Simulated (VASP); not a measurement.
Input of a VASP 6.6.1 run:

Contents of INCAR:

```
PREC     = Accurate       # precision mode
ENCUT    = 520            # plane-wave cutoff, eV
EDIFF    = 1E-6           # SCF threshold, eV
ISMEAR   = -1             # smearing method
SIGMA    = 0.1            # smearing width, eV
LREAL    = F              # projectors in reciprocal space
LASPH    = T              # aspherical terms in the spheres
NELM     = 60             # most SCF steps
ALGO     = Normal         # electronic algorithm
ISIF     = 2              # what is computed and relaxed
LWAVE    = F              # write WAVECAR
LCHARG   = F              # write CHGCAR
GGA      = CA             # functional
ISYM     = 0            
NBANDS   = 20             # bands
```

Contents of KPOINTS:

```
regular mesh
0
Gamma
  14 14 10
```

File POSCAR:

```
Mn
1.0
   -1.3439567319      1.6354144334      1.1987176510
    1.6354144334     -1.3439567319      1.1987176510
    2.7330970638      2.7330970638     -0.6649123368
Mn
2
Direct
    0.0416635149      0.9583364851      0.0000000000
    0.7083364851      0.2916635149      0.5000000000
```

Potentials or basis: VASP PAW LDA potentials, release 64 (Mn_pv).

The run is started by

```sh
$ cat potpaw_LDA.64/Mn_pv/POTCAR > POTCAR
$ mpirun -np 1 vasp_std > vasp.out
```

**Question.** What does it give for the band gap on the k mesh?

**Answer.** Zero (bands 13 and 14 overlap by 2.41 eV).

**Question.** Predict the pressure.

**Answer.** 0.5 GPa.

Stress tensor (GPa, compression positive):
```
 0.44 -0.06  0.02
-0.06  0.44  0.02
 0.02  0.02  0.49
```

Caveat: the run has no spin polarisation, though such a crystal can be magnetic. Spin polarisation is off, so any magnetic state and its effect on volume and gap are missing.
